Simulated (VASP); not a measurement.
# Cd3Pd (Pm-3m) in VASP: single point with LDA

Aim: the single point of Cd3Pd with LDA.

Everything below comes from runs of VASP 6.6.1. Logs are shortened: lines on timing, memory, paths and dates and some standing lists are left out, and cuts for length are marked.

## 1. The cell of the first run

Symmetry: Pm-3m, No. 221, cubic system. The conventional cell has a = 4.105 Å, b = 4.105 Å, c = 4.105 Å, α = 90.00°, β = 90.00°, γ = 90.00°. Cd (site symmetry 4/mmm) has 8 Cd at 2.90 Å and 4 Pd at 2.90 Å within 3.8 Å. Within 3.8 Å of Pd (site symmetry m-3m) lie 12 Cd at 2.90 Å.

## 2. Single point, LDA

The input, INCAR:

```
SYSTEM = Cd3Pd
  PREC = Accurate
  ENCUT = 520
  EDIFF = 1E-7
  ISMEAR = -1
  SIGMA = 0.05
  LREAL = .FALSE.
  LASPH = .TRUE.
  NELM = 60
  ALGO = Normal
  ISIF = 2
  LWAVE = .FALSE.
  LCHARG = .FALSE.
  GGA = CA
  NBANDS = 31
```

The input, KPOINTS:

```
Automatic mesh
0
G
  8 8 8
  0 0 0
```

The input, POSCAR:

```
Cd3Pd
1.0
    4.1053017772      0.0000000000      0.0000000000
    0.0000000000      4.1053017772      0.0000000000
    0.0000000000      0.0000000000      4.1053017772
Cd Pd
3 1
Direct
    0.0000000000      0.5000000000      0.5000000000
    0.5000000000      0.0000000000      0.5000000000
    0.5000000000      0.5000000000      0.0000000000
    0.0000000000      0.0000000000      0.0000000000
```

Potentials or basis: VASP PAW LDA potentials, release 64 (Cd, Pd).

Launch:

```console
$ cat potpaw_LDA.64/Cd/POTCAR potpaw_LDA.64/Pd/POTCAR > POTCAR
$ mpirun -np 1 vasp_std > vasp.out
```

OUTCAR:

```text
SYSTEM = Cd3Pd
   PREC = Accurate
   ENCUT = 520
   EDIFF = 1E-7
   ISMEAR = -1
   LREAL = .FALSE.
   LASPH = .TRUE.
   NELM = 60
   ISIF = 2
   GGA = CA

 ion  position               nearest neighbor table
   1  0.000  0.500  0.500-   2 2.90   3 2.90   4 2.90   3 2.90   4 2.90   2 2.90   4 2.90   4 2.90
                             2 2.90   3 2.90   3 2.90   2 2.90
   2  0.500  0.000  0.500-   1 2.90   3 2.90   4 2.90   3 2.90   4 2.90   1 2.90   3 2.90   3 2.90
                             1 2.90   4 2.90   4 2.90   1 2.90
   3  0.500  0.500  0.000-   1 2.90   2 2.90   4 2.90   1 2.90   2 2.90   2 2.90   4 2.90   2 2.90
                             1 2.90   4 2.90   1 2.90   4 2.90
   4  0.000  0.000  0.000-   1 2.90   2 2.90   3 2.90   1 2.90   2 2.90   1 2.90   3 2.90   1 2.90
                             2 2.90   3 2.90   2 2.90   3 2.90

  LATTYP: Found a simple cubic cell.
 ALAT       =     4.1053017772

  Lattice vectors:

 A1 = (   4.1053017772,   0.0000000000,   0.0000000000)
 A2 = (   0.0000000000,   4.1053017772,   0.0000000000)
 A3 = (   0.0000000000,   0.0000000000,   4.1053017772)

Analysis of symmetry for initial positions (statically):
=====================================================================
 Subroutine PRICEL returns:
 Original cell was already a primitive cell.

 Routine SETGRP: Setting up the symmetry group for a
 simple cubic supercell.

 Subroutine GETGRP returns: Found 48 space group operations
 (whereof 48 operations were pure point group operations)
 out of a pool of 48 trial point group operations.

The static configuration has the point symmetry O_h .

Analysis of symmetry for dynamics (positions and initial velocities):
=====================================================================
 Subroutine PRICEL returns:
 Original cell was already a primitive cell.

 Routine SETGRP: Setting up the symmetry group for a
 simple cubic supercell.

 Subroutine GETGRP returns: Found 48 space group operations
 (whereof 48 operations were pure point group operations)
 out of a pool of 48 trial point group operations.

The dynamic configuration has the point symmetry O_h .

 Subroutine INISYM returns: Found 48 space group operations
 (whereof 48 operations are pure point group operations),
 and found     1 'primitive' translations

----------------------------------------------------------------------------------------

                                     Primitive cell

  volume of cell :      69.1887

  direct lattice vectors                    reciprocal lattice vectors
     4.105301777  0.000000000  0.000000000     0.243587452  0.000000000  0.000000000
     0.000000000  4.105301777  0.000000000     0.000000000  0.243587452  0.000000000
     0.000000000  0.000000000  4.105301777     0.000000000  0.000000000  0.243587452

  length of vectors
     4.105301777  4.105301777  4.105301777     0.243587452  0.243587452  0.243587452

  position of ions in fractional coordinates (direct lattice)
     0.000000000  0.500000000  0.500000000
     0.500000000  0.000000000  0.500000000
     0.500000000  0.500000000  0.000000000
     0.000000000  0.000000000  0.000000000

  ion indices of the primitive-cell ions
   primitive index   ion index
                 1           1
                 2           2
                 3           3
                 4           4

----------------------------------------------------------------------------------------

 KPOINTS: Automatic mesh

Automatic generation of k-mesh.
 Grid dimensions read from file:
 generate k-points for:    8    8    8

 Generating k-lattice:

  Cartesian coordinates                     Fractional coordinates (reciprocal lattice)
     0.030448432  0.000000000  0.000000000     0.125000000  0.000000000  0.000000000
     0.000000000  0.030448432  0.000000000     0.000000000  0.125000000  0.000000000
     0.000000000  0.000000000  0.030448432     0.000000000  0.000000000  0.125000000

  Length of vectors
     0.030448432  0.030448432  0.030448432

  Shift w.r.t. Gamma in fractional coordinates (k-lattice)
     0.000000000  0.000000000  0.000000000

 Subroutine IBZKPT returns following result:
 ===========================================

 Found     35 irreducible k-points:

 Following reciprocal coordinates:
            Coordinates               Weight
  0.000000  0.000000  0.000000      1.000000
  0.125000  0.000000  0.000000      6.000000
  0.250000  0.000000  0.000000      6.000000
  0.375000  0.000000  0.000000      6.000000
  0.500000  0.000000  0.000000      3.000000
  0.125000  0.125000  0.000000     12.000000
[... 16 lines left out ...]
  0.375000  0.375000  0.125000     24.000000
  0.500000  0.375000  0.125000     24.000000
 [... further k-points ...]
   k-points           NKPTS =     35   k-points in BZ     NKDIM =     35   number of bands    NBANDS=     31
   number of dos      NEDOS =    301   number of ions     NIONS =      4
   total plane-waves  NPLWV =  32768
   dimension x,y,z NGX =    32 NGY =   32 NGZ =   32
   dimension x,y,z NGXF=    64 NGYF=   64 NGZF=   64
   ions per type =               3   1
   NGX,Y,Z   is equivalent  to a cutoff of  12.96, 12.96, 12.96 a.u.
   NGXF,Y,Z  is equivalent  to a cutoff of  25.92, 25.92, 25.92 a.u.
 SYSTEM =  Cd3Pd
   PREC   = accura    normal or accurate (medium, high low for compatibility)
   ISTART =      0    job   : 0-new  1-cont  2-samecut
   ICHARG =      2    charge: 1-file 2-atom 10-const
   ISPIN  =      1    spin polarized calculation?
   LNONCOLLINEAR =      F non collinear calculations
   LSORBIT =      F    spin-orbit coupling
   LASPH  =      T    aspherical Exc in radial PAW
   ENCUT  =  520.0 eV  38.22 Ry    6.18 a.u.   7.63  7.63  7.63*2*pi/ulx,y,z
   NELM   =     60;   NELMIN=  2; NELMDL= -5     # of ELM steps
   EDIFF  = 0.1E-06   stopping-criterion for ELM
   LREAL  =      F    real-space projection
   EDIFFG = 0.1E-05   stopping-criterion for IOM
   NSW    =      0    number of steps for IOM
   IBRION =     -1    ionic relax: 0-MD 1-quasi-New 2-CG
   NFREE  =      0    steps in history (QN), initial steepest desc. (CG)
   ISIF   =      2    stress and relaxation
   ISYM   =      2    0-nonsym 1-usesym 2-fastsym
   POTIM  = 0.5000    time-step for ionic-motion
   TEBEG  =    0.0;   TEEND  =   0.0 temperature during run
   PSTRESS=    0.0 pullay stress
   NELECT =      46.0000    total number of electrons
   NUPDOWN=      -1.0000    fix difference up-down
   EMIN   =  10.00;   EMAX   =-10.00  energy-range for DOS
   EFERMI =   0.00;   METHOD = LEGACY
   ISMEAR =    -1;   SIGMA  =   0.05  broadening in eV -4-tet -1-fermi 0-gaus
   EFERMI_NEDOS =   21; number of points for ismear=-14 and -15
   IALGO  =     38    algorithm
   IMIX   =      4    mixing-type and parameters
     AMIX     =   0.40;   BMIX     =  1.00
     AMIX_MAG =   1.60;   BMIX_MAG =  1.00
  volume/ion in A,a.u.               =      17.30       116.73
  Fermi-wavevector in a.u.,A,eV,Ry     =   1.428836  2.700108 27.777274  2.041572
  Thomas-Fermi vector in A             =   2.548855
   LORBIT       =      0    0 simple, 1 ext, 2 COOP (PROOUT), +10 PAW based schemes
   GGA     = CA    functional components
   LHFCALC =     F    Hartree Fock is set to
   AEXX    =    0.0000 exact exchange contribution
   IVDW    =     0    specifies the selected vdW correction
   LEPSILON=     F    determine dielectric tensor
   LRPA    =     F    only Hartree local field effects (RPA)
 non-spin polarized calculation
  energy-cutoff  :      520.00
  volume of cell :       69.19
 maximum number of plane-waves:      1888
 NGX is ok and might be reduce to    32
   NGX = 15   NGY = 15   NGZ = 15

 number of electron      45.9999967 magnetization

 Free energy of the ion-electron system (eV)
  ---------------------------------------------------
  ext. energy  EPLUGINS =         0.00000000
  ---------------------------------------------------
  free energy    TOTEN  =       -12.02193488 eV

  energy without entropy =      -12.01053427  energy(sigma->0) =      -12.01623457

 E-fermi :   5.1870     XC(G=0): -12.5911

 val. band max:        5.1668651692   @ k =   0.2500   0.1250   0.0000
 cond. band min:       5.2001210157   @ k =   0.1250   0.0000   0.0000
 fundamental gap:      0.0332558465
 Fermi energy:         5.1870115692

 k-point     1 :       0.0000    0.0000    0.0000
  band No.  band energies     occupation
      1      -5.3925      2.00000
      2      -5.0459      2.00000
      3      -5.0459      2.00000
      4      -5.0459      2.00000
      5      -4.6898      2.00000
      6      -4.6898      2.00000
[... 23 lines left out ...]
     30      13.3963      0.00000
     31      14.4056      0.00000

 k-point     2 :       0.1250    0.0000    0.0000
  band No.  band energies     occupation
      1      -5.3217      2.00000
      2      -5.0226      2.00000
      3      -4.9868      2.00000
      4      -4.9868      2.00000
      5      -4.6611      2.00000
      6      -4.6251      2.00000
[... 23 lines left out ...]
     30      13.1264      0.00000
     31      13.7633      0.00000

 k-point     3 :       0.2500    0.0000    0.0000
  band No.  band energies     occupation
      1      -5.1347      2.00000
      2      -4.9619      2.00000
      3      -4.8135      2.00000
      4      -4.8135      2.00000
      5      -4.5939      2.00000
      6      -4.4484      2.00000
[... 23 lines left out ...]
     30      12.5288      0.00000
     31      13.1443      0.00000

 k-point     4 :       0.3750    0.0000    0.0000
  band No.  band energies     occupation
      1      -4.9052      2.00000
      2      -4.8927      2.00000
      3      -4.5425      2.00000
      4      -4.5425      2.00000
      5      -4.5171      2.00000
      6      -4.2193      2.00000
[... 635 lines left out ...]
     30      13.6186      0.00000
     31      14.6558      0.00000

 k-point    23 :       0.3750    0.3750    0.1250
  band No.  band energies     occupation
      1      -4.7664      2.00000
      2      -4.5617      2.00000
      3      -4.4525      2.00000
      4      -4.3932      2.00000
      5      -4.3218      2.00000
      6      -4.2649      2.00000
[... 23 lines left out ...]
     30      14.5361      0.00000
     31      14.9115      0.00000

 k-point    24 :       0.5000    0.3750    0.1250
  band No.  band energies     occupation
      1      -4.6760      2.00000
      2      -4.5717      2.00000
      3      -4.4955      2.00000
      4      -4.4183      2.00000
      5      -4.2391      2.00000
      6      -4.1801      2.00000
[... 23 lines left out ...]
     30      13.9514      0.00000
     31      15.3503      0.00000

 [... further k-points ...]
[... 5 lines left out ...]
  --------------------------------------------------------------------------------------
  -------------------------------------------------------------------------------------
  Total        0.5254197      0.5254197      0.5254197      0.0000000      0.0000000     -0.0000000
  in kB       12.1669482     12.1669482     12.1669482      0.0000000      0.0000000     -0.0000000
  external PRESSURE =      12.1669482 kB  Pullay stress =       0.0000000 kB

 VOLUME and BASIS-vectors are now :
 -----------------------------------------------------------------------------
  energy-cutoff  :      520.00
  volume of cell :       69.19
      direct lattice vectors                 reciprocal lattice vectors
     4.105301777  0.000000000  0.000000000     0.243587452  0.000000000  0.000000000
     0.000000000  4.105301777  0.000000000     0.000000000  0.243587452  0.000000000
     0.000000000  0.000000000  4.105301777     0.000000000  0.000000000  0.243587452

 POSITION                                       TOTAL-FORCE (eV/Angst)
 -----------------------------------------------------------------------------------
      0.00000      2.05265      2.05265         0.000000      0.000000      0.000000
      2.05265      0.00000      2.05265         0.000000      0.000000      0.000000
      2.05265      2.05265      0.00000         0.000000      0.000000      0.000000
      0.00000      0.00000      0.00000         0.000000      0.000000      0.000000
 -----------------------------------------------------------------------------------
    total drift:                                0.000000     -0.000000     -0.000000

  FREE ENERGIE OF THE ION-ELECTRON SYSTEM (eV)
  ---------------------------------------------------
  free  energy   TOTEN  =       -12.0219348762 eV

  energy  without entropy=      -12.0105342687  energy(sigma->0) =      -12.01623457
```

It took 44 s on 1 thread of Intel Xeon Platinum 8375C at 2.90GHz (Ice Lake), shared host; peak memory 0.19 GiB.

What came out:

```yaml
Free_energy: -12.0219 eV
Pressure: 1.2 GPa
Band_gap_on_the_k_mesh: zero (band 23 reaches 8.79 eV, above the bottom of band 24 at 3.19 eV)
```

Levels at points of the mesh, in eV from the Fermi level:
| k point | band 19 | band 20 | band 21 | band 22 | band 23 | band 24 | band 25 | band 26 | band 27 | band 28 |
| --- | --- | --- | --- | --- | --- | --- | --- | --- | --- | --- |
| (0.00, 0.00, 0.00) | -2.32 | -2.32 | -2.32 | -0.41 | -0.41 | -0.41 | 4.02 | 4.02 | 4.52 | 8.21 |
| (0.50, 0.00, 0.00) | -3.25 | -3.13 | -2.42 | -2.36 | 3.60 | 3.61 | 3.61 | 3.82 | 3.82 | 5.40 |
| (0.50, 0.50, 0.00) | -3.77 | -3.06 | -3.06 | -2.50 | -1.34 | -1.17 | 5.77 | 6.45 | 6.72 | 6.72 |
| (0.50, 0.50, 0.50) | -3.03 | -2.28 | -2.28 | -1.99 | -1.99 | -1.99 | 1.15 | 1.15 | 1.15 | 2.08 |
